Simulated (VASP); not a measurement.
# HfO2 (Fm-3m) in VASP: a series of runs

Aim: see how the results for HfO2 move with the level of theory and the settings. Levels: PBE+D4, r2SCAN+rVV10, revPBE+D3(BJ). Tasks: single point, relaxation of cell and atoms.

All numbers are computed with VASP 6.6.1; they aren't measurements. Logs are shortened: lines on timing, memory, paths and dates and some standing lists are left out, and cuts for length are marked.

**1. The cell of the first run**

It takes space group Fm-3m (No. 225, cubic). The conventional cell has a = 5.215 Å, b = 5.215 Å, c = 5.215 Å, α = 90.00°, β = 90.00°, γ = 90.00°. Hf (site symmetry m-3m) has 8 O at 2.26 Å within 3.0 Å. Within 3.0 Å of O (site symmetry -43m) lie 4 Hf at 2.26 Å and 6 O at 2.61 Å.

**2. Single point, PBE+D4**

INCAR reads:

```
  PREC = Accurate
  ENCUT = 520
  EDIFF = 1E-6
  ISMEAR = -1
  SIGMA = 0.05
  LREAL = False
  LASPH = True
  NELM = 100
  ALGO = Normal
  ISIF = 2
  LWAVE = False
  LCHARG = False
  GGA = PE
  IVDW = 13
  NBANDS = 18
```

KPOINTS reads:

```
regular mesh
0
Gamma
  9 9 9
```

POSCAR reads:

```
HfO2
1.0
    0.0000000000      2.6076597933      2.6076597933
    2.6076597933      0.0000000000      2.6076597933
    2.6076597933      2.6076597933      0.0000000000
Hf O
1 2
Direct
    0.0000000000      0.0000000000      0.0000000000
    0.7500000000      0.7500000000      0.7500000000
    0.2500000000      0.2500000000      0.2500000000
```

Potentials or basis: VASP PAW PBE potentials, release 64 (Hf_pv, O).

Command:

```bash
> cat potpaw_PBE.64/Hf_pv/POTCAR potpaw_PBE.64/O/POTCAR > POTCAR
> mpirun -np 1 vasp_std > vasp.out
```

OUTCAR:

```text
PREC = Accurate
   ENCUT = 520
   EDIFF = 1E-6
   ISMEAR = -1
   LREAL = False
   LASPH = True
   NELM = 100
   ISIF = 2
   GGA = PE
   IVDW = 13

 ion  position               nearest neighbor table
   1  0.000  0.000  0.000-   2 2.26   2 2.26   2 2.26   2 2.26   3 2.26   3 2.26   3 2.26   3 2.26

   2  0.750  0.750  0.750-   1 2.26   1 2.26   1 2.26   1 2.26
   3  0.250  0.250  0.250-   1 2.26   1 2.26   1 2.26   1 2.26

  LATTYP: Found a face centered cubic cell.
 ALAT       =     5.2153195866

  Lattice vectors:

 A1 = (   0.0000000000,   2.6076597933,   2.6076597933)
 A2 = (   2.6076597933,   0.0000000000,   2.6076597933)
 A3 = (   2.6076597933,   2.6076597933,   0.0000000000)

Analysis of symmetry for initial positions (statically):
=====================================================================
 Subroutine PRICEL returns:
 Original cell was already a primitive cell.

 Routine SETGRP: Setting up the symmetry group for a
 face centered cubic supercell.

 Subroutine GETGRP returns: Found 48 space group operations
[... 9 lines left out ...]

 Routine SETGRP: Setting up the symmetry group for a
 face centered cubic supercell.

 Subroutine GETGRP returns: Found 48 space group operations
[... 11 lines left out ...]
                                     Primitive cell

  volume of cell :      35.4636

  direct lattice vectors                    reciprocal lattice vectors
     0.000000000  2.607659793  2.607659793    -0.191742804  0.191742804  0.191742804
     2.607659793  0.000000000  2.607659793     0.191742804 -0.191742804  0.191742804
     2.607659793  2.607659793  0.000000000     0.191742804  0.191742804 -0.191742804

  length of vectors
     3.687787846  3.687787846  3.687787846     0.332108278  0.332108278  0.332108278

  position of ions in fractional coordinates (direct lattice)
     0.000000000  0.000000000  0.000000000
     0.750000000  0.750000000  0.750000000
     0.250000000  0.250000000  0.250000000

  ion indices of the primitive-cell ions
   primitive index   ion index
                 1           1
                 2           2
                 3           3

----------------------------------------------------------------------------------------

 KPOINTS: regular mesh

Automatic generation of k-mesh.
 Grid dimensions read from file:
 generate k-points for:    9    9    9

 Generating k-lattice:

  Cartesian coordinates                     Fractional coordinates (reciprocal lattice)
    -0.021304756  0.021304756  0.021304756     0.111111111  0.000000000  0.000000000
     0.021304756 -0.021304756  0.021304756     0.000000000  0.111111111  0.000000000
     0.021304756  0.021304756 -0.021304756     0.000000000  0.000000000  0.111111111

  Length of vectors
     0.036900920  0.036900920  0.036900920

  Shift w.r.t. Gamma in fractional coordinates (k-lattice)
     0.000000000  0.000000000  0.000000000

 Subroutine IBZKPT returns following result:
 ===========================================

 Found     35 irreducible k-points:

 Following reciprocal coordinates:
            Coordinates               Weight
  0.000000  0.000000  0.000000      1.000000
  0.111111  0.000000  0.000000      8.000000
  0.222222  0.000000  0.000000      8.000000
  0.333333  0.000000  0.000000      8.000000
  0.444444  0.000000  0.000000      8.000000
  0.111111  0.111111  0.000000      6.000000
[... 16 lines left out ...]
 -0.333333  0.333333  0.000000     12.000000
  0.444444  0.444444  0.000000      6.000000
 [... further k-points ...]
   k-points           NKPTS =     35   k-points in BZ     NKDIM =     35   number of bands    NBANDS=     18
   number of dos      NEDOS =    301   number of ions     NIONS =      3
   total plane-waves  NPLWV =  21952
   dimension x,y,z NGX =    28 NGY =   28 NGZ =   28
   dimension x,y,z NGXF=    56 NGYF=   56 NGZF=   56
   ions per type =               1   2
   NGX,Y,Z   is equivalent  to a cutoff of  12.62, 12.62, 12.62 a.u.
   NGXF,Y,Z  is equivalent  to a cutoff of  25.24, 25.24, 25.24 a.u.
 SYSTEM =  unknown system
   PREC   = accura    normal or accurate (medium, high low for compatibility)
   ISTART =      0    job   : 0-new  1-cont  2-samecut
   ICHARG =      2    charge: 1-file 2-atom 10-const
   ISPIN  =      1    spin polarized calculation?
   LNONCOLLINEAR =      F non collinear calculations
   LSORBIT =      F    spin-orbit coupling
   LASPH  =      T    aspherical Exc in radial PAW
   ENCUT  =  520.0 eV  38.22 Ry    6.18 a.u.   6.86  6.86  6.86*2*pi/ulx,y,z
   NELM   =    100;   NELMIN=  2; NELMDL= -5     # of ELM steps
   EDIFF  = 0.1E-05   stopping-criterion for ELM
   LREAL  =      F    real-space projection
   EDIFFG = 0.1E-04   stopping-criterion for IOM
   NSW    =      0    number of steps for IOM
   IBRION =     -1    ionic relax: 0-MD 1-quasi-New 2-CG
   NFREE  =      0    steps in history (QN), initial steepest desc. (CG)
   ISIF   =      2    stress and relaxation
   ISYM   =      2    0-nonsym 1-usesym 2-fastsym
   POTIM  = 0.5000    time-step for ionic-motion
   TEBEG  =    0.0;   TEEND  =   0.0 temperature during run
   PSTRESS=    0.0 pullay stress
   NELECT =      22.0000    total number of electrons
   NUPDOWN=      -1.0000    fix difference up-down
   EMIN   =  10.00;   EMAX   =-10.00  energy-range for DOS
   EFERMI =   0.00;   METHOD = LEGACY
   ISMEAR =    -1;   SIGMA  =   0.05  broadening in eV -4-tet -1-fermi 0-gaus
   EFERMI_NEDOS =   21; number of points for ismear=-14 and -15
   IALGO  =     38    algorithm
   IMIX   =      4    mixing-type and parameters
     AMIX     =   0.40;   BMIX     =  1.00
     AMIX_MAG =   1.60;   BMIX_MAG =  1.00
  volume/ion in A,a.u.               =      11.82        79.77
  Fermi-wavevector in a.u.,A,eV,Ry     =   1.396223  2.638479 26.523724  1.949439
  Thomas-Fermi vector in A             =   2.519598
   LORBIT       =      0    0 simple, 1 ext, 2 COOP (PROOUT), +10 PAW based schemes
   GGA     = PE    functional components
   LHFCALC =     F    Hartree Fock is set to
   AEXX    =    0.0000 exact exchange contribution
   IVDW    =    13    specifies the selected vdW correction
   LEPSILON=     F    determine dielectric tensor
   LRPA    =     F    only Hartree local field effects (RPA)
 non-spin polarized calculation
  energy-cutoff  :      520.00
  volume of cell :       35.46
 maximum number of plane-waves:       966
   NGX = 13   NGY = 13   NGZ = 13

 number of electron      22.0000001 magnetization

 Free energy of the ion-electron system (eV)
  ---------------------------------------------------
  ext. energy  EPLUGINS =         0.00000000
  ---------------------------------------------------
  free energy    TOTEN  =       -30.08452269 eV

  energy without entropy =      -30.08452269  energy(sigma->0) =      -30.08452269

 E-fermi :   4.6037     XC(G=0): -11.3919

 val. band max:        3.5318493358   @ k =  -0.4444   0.4444   0.0000
 cond. band min:       7.1965038816   @ k =   0.4444   0.4444   0.0000
 fundamental gap:      3.6646545458
 Fermi energy:         4.6037421090

 k-point     1 :       0.0000    0.0000    0.0000
  band No.  band energies     occupation
      1     -26.5088      2.00000
      2     -26.5088      2.00000
      3     -26.5088      2.00000
      4     -14.6436      2.00000
      5     -12.0197      2.00000
      6      -1.2672      2.00000
[... 10 lines left out ...]
     17      12.9659      0.00000
     18      16.5958      0.00000

 k-point     2 :       0.1111    0.0000    0.0000
  band No.  band energies     occupation
      1     -26.5440      2.00000
      2     -26.5128      2.00000
      3     -26.5128      2.00000
      4     -14.5091      2.00000
      5     -12.1300      2.00000
      6      -1.1595      2.00000
[... 10 lines left out ...]
     17      12.7886      0.00000
     18      16.5281      0.00000

 k-point     3 :       0.2222    0.0000    0.0000
  band No.  band energies     occupation
      1     -26.6311      2.00000
      2     -26.5229      2.00000
      3     -26.5229      2.00000
      4     -14.1659      2.00000
      5     -12.3845      2.00000
      6      -0.8784      2.00000
[... 10 lines left out ...]
     17      12.4257      0.00000
     18      15.6481      0.00000

 k-point     4 :       0.3333    0.0000    0.0000
  band No.  band energies     occupation
      1     -26.7269      2.00000
      2     -26.5344      2.00000
      3     -26.5344      2.00000
      4     -13.7821      2.00000
      5     -12.6216      2.00000
      6      -0.5495      2.00000
[... 10 lines left out ...]
     17      12.4067      0.00000
     18      14.8256      0.00000

 k-point     5 :       0.4444    0.0000    0.0000
  band No.  band energies     occupation
      1     -26.7878      2.00000
      2     -26.5418      2.00000
      3     -26.5418      2.00000
      4     -13.5625      2.00000
      5     -12.7196      2.00000
      6      -0.3377      2.00000
[... 10 lines left out ...]
     17      12.4337      0.00000
     18      14.8339      0.00000

 k-point     6 :       0.1111    0.1111    0.0000
  band No.  band energies     occupation
      1     -26.5467      2.00000
      2     -26.5187      2.00000
      3     -26.5187      2.00000
      4     -14.4629      2.00000
      5     -12.1663      2.00000
      6      -1.1532      2.00000
[... 10 lines left out ...]
     17      12.7203      0.00000
     18      16.4640      0.00000

 k-point     7 :       0.2222    0.1111    0.0000
  band No.  band energies     occupation
      1     -26.6112      2.00000
      2     -26.5302      2.00000
      3     -26.5284      2.00000
      4     -14.1841      2.00000
      5     -12.3722      2.00000
      6      -0.9533      2.00000
[... 10 lines left out ...]
     17      12.4798      0.00000
     18      15.9908      0.00000

 k-point     8 :       0.3333    0.1111    0.0000
  band No.  band energies     occupation
      1     -26.6987      2.00000
      2     -26.5438      2.00000
      3     -26.5419      2.00000
      4     -13.8023      2.00000
      5     -12.6146      2.00000
      6      -0.6499      2.00000
[... 10 lines left out ...]
     17      12.5647      0.00000
     18      15.3287      0.00000
[... 229 lines left out ...]
     17      13.1826      0.00000
     18      15.6254      0.00000

 k-point    20 :       0.3333    0.3333    0.0000
  band No.  band energies     occupation
      1     -26.7403      2.00000
      2     -26.5716      2.00000
      3     -26.5716      2.00000
      4     -13.3910      2.00000
      5     -12.8524      2.00000
      6      -1.3175      2.00000
[... 10 lines left out ...]
     17      12.4940      0.00000
     18      16.3874      0.00000

 k-point    21 :       0.4444    0.3333    0.0000
  band No.  band energies     occupation
      1     -26.7719      2.00000
      2     -26.5959      2.00000
      3     -26.5798      2.00000
      4     -13.1390      2.00000
      5     -12.9710      2.00000
      6      -1.7726      2.00000
[... 10 lines left out ...]
     17      13.8485      0.00000
     18      16.4348      0.00000

 k-point    22 :      -0.4444    0.3333    0.0000
  band No.  band energies     occupation
      1     -26.7628      2.00000
      2     -26.6423      2.00000
      3     -26.5775      2.00000
      4     -13.0842      2.00000
      5     -12.9461      2.00000
      6      -1.7831      2.00000
[... 10 lines left out ...]
     17      15.1248      0.00000
     18      16.1569      0.00000

 k-point    23 :      -0.3333    0.3333    0.0000
  band No.  band energies     occupation
      1     -26.7122      2.00000
      2     -26.6938      2.00000
      3     -26.5658      2.00000
      4     -13.1346      2.00000
      5     -12.9246      2.00000
      6      -1.4132      2.00000
[... 10 lines left out ...]
     17      14.9640      0.00000
     18      15.8896      0.00000

 k-point    24 :       0.4444    0.4444    0.0000
  band No.  band energies     occupation
      1     -26.8036      2.00000
      2     -26.5899      2.00000
      3     -26.5899      2.00000
      4     -13.0584      2.00000
      5     -12.9648      2.00000
      6      -2.2387      2.00000
[... 10 lines left out ...]
     17      14.7404      0.00000
     18      16.4974      0.00000

 [... further k-points ...]

------------------------ aborting loop because EDIFF is reached ----------------------------------------

  DFT-D4 for vdW energy calculation

  Edisp (eV):   -0.53014

  FORCE on cell =-STRESS in cart. coord.  units (eV):
  Direction    XX          YY          ZZ          XY          YZ          ZX
  --------------------------------------------------------------------------------------
  -------------------------------------------------------------------------------------
  Total      -4.50197    -4.50197    -4.50197     0.00000     0.00000    -0.00000
  in kB    -203.39021  -203.39021  -203.39021     0.00000     0.00000    -0.00000
  external pressure =     -203.39 kB  Pullay stress =        0.00 kB

 VOLUME and BASIS-vectors are now :
 -----------------------------------------------------------------------------
  energy-cutoff  :      520.00
  volume of cell :       35.46
      direct lattice vectors                 reciprocal lattice vectors
     0.000000000  2.607659793  2.607659793    -0.191742804  0.191742804  0.191742804
     2.607659793  0.000000000  2.607659793     0.191742804 -0.191742804  0.191742804
     2.607659793  2.607659793  0.000000000     0.191742804  0.191742804 -0.191742804

 POSITION                                       TOTAL-FORCE (eV/Angst)
 -----------------------------------------------------------------------------------
      0.00000      0.00000      0.00000        -0.000000     -0.000000      0.000000
      3.91149      3.91149      3.91149         0.000000      0.000000      0.000000
      1.30383      1.30383      1.30383        -0.000000     -0.000000     -0.000000
 -----------------------------------------------------------------------------------
    total drift:                                0.000000      0.000000      0.000000

  FREE ENERGIE OF THE ION-ELECTRON SYSTEM (eV)
  ---------------------------------------------------
  free  energy   TOTEN  =       -30.6146603205 eV

  energy  without entropy=      -30.6146603204  energy(sigma->0) =      -30.61466032
```

Run time: 48 s. Hardware: 1 thread of AMD EPYC, shared host; peak memory 0.13 GiB.

What came out:

| Quantity | Value |
| --- | --- |
| Free energy | -30.6147 eV |
| Pressure | -20.3 GPa |
| Band gap on the k mesh | 3.66 eV, indirect (least direct gap 3.77 eV) |
| Dispersion energy per atom | -0.177 eV |

Levels at points of the mesh, in eV from the valence-band top:
```tsv
k point	band 8	band 9	band 10	band 11	band 12	band 13	band 14	band 15
(0.00, 0.00, 0.00)	-4.80	-0.52	-0.52	-0.52	3.71	3.71	5.21	9.43
```

Caveat: spin-orbit coupling is left out, which moves the levels of the heavy elements. A k mesh can miss the band edges.

(Part 1 of 2 ends here.)
